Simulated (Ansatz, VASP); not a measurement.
Two plane-wave programs on Ge

File INCAR:

```
PREC = Accurate
ENCUT = 520
EDIFF = 1E-7
ISMEAR = -1
SIGMA = 0.05
LREAL = F
LASPH = T
NELM = 60
ALGO = Normal
ISIF = 2
LWAVE = F
LCHARG = F
GGA = CA
NBANDS = 21
```

Contents of KPOINTS:

```
regular mesh
0
Gamma
  13 13 13
```

POSCAR

```
Ge
1.0
    0.0000000000      2.1541261493      2.1541261493
    2.1541261493      0.0000000000      2.1541261493
    2.1541261493      2.1541261493      0.0000000000
Ge
2
Direct
   -0.1250000000     -0.1250000000     -0.1250000000
    0.1250000000      0.1250000000      0.1250000000
```

Input for Ansatz:

```yaml
crystal:
  lattice:
    - [0.0, 2.1541261493, 2.1541261493]
    - [2.1541261493, 0.0, 2.1541261493]
    - [2.1541261493, 2.1541261493, 0.0]
  atoms:
    - { symbol: Ge, position: [-0.125, -0.125, -0.125] }
    - { symbol: Ge, position: [0.125, 0.125, 0.125] }
kpoints:
  mp_grid: { grid: [13, 13, 13] }
  band_path:
    path:
      - [0.0, 0.0, 0.0]
      - [0.5, 0.0, 0.5]
      - [0.625, 0.25, 0.625]
      - [0.375, 0.375, 0.75]
      - [0.0, 0.0, 0.0]
      - [0.5, 0.5, 0.5]
      - [0.5, 0.25, 0.75]
      - [0.5, 0.0, 0.5]
    npoints: 8
scf:
  occupations: { method: fermi_dirac, width: 0.05 }
hamiltonian:
  xc: lda
  pseudopotentials: { kind: paw }
output:
  forces: true
  stress: true
  eigenvalues: true
  populations: true
  dos: { projected: true, de: 0.2, e_range: [-14, 8] }
```

Change from the starting cell: volume scaled by 0.45, PAW files.

Alike in both runs: task single point; functional LDA; k mesh 13 × 13 × 13; occupations fermi-dirac, width 0.05 eV; no spin polarisation.

```csv
,VASP,Ansatz
version,VASP 6.6.1,Ansatz 0.2.0
potentials or method,"VASP PAW LDA potentials, release 64 (Ge_d)","PAW with Ansatz's default frozen-core files, scalar-relativistic"
plane-wave cutoff (eV),520,420
valence electrons in the cell,28,28
```

|  | VASP | Ansatz | Ansatz less VASP |
| --- | --- | --- | --- |
| pressure (GPa) | 360.3 | 334.5 | -25.75 |

LDA's correlation is that of Perdew and Zunger in VASP and of Perdew and Wang (1992) in Ansatz. Both programs put the cell under a high pressure, so it lies far from rest at this level.

Noted on VASP's run: the cell as given lies far from equilibrium.
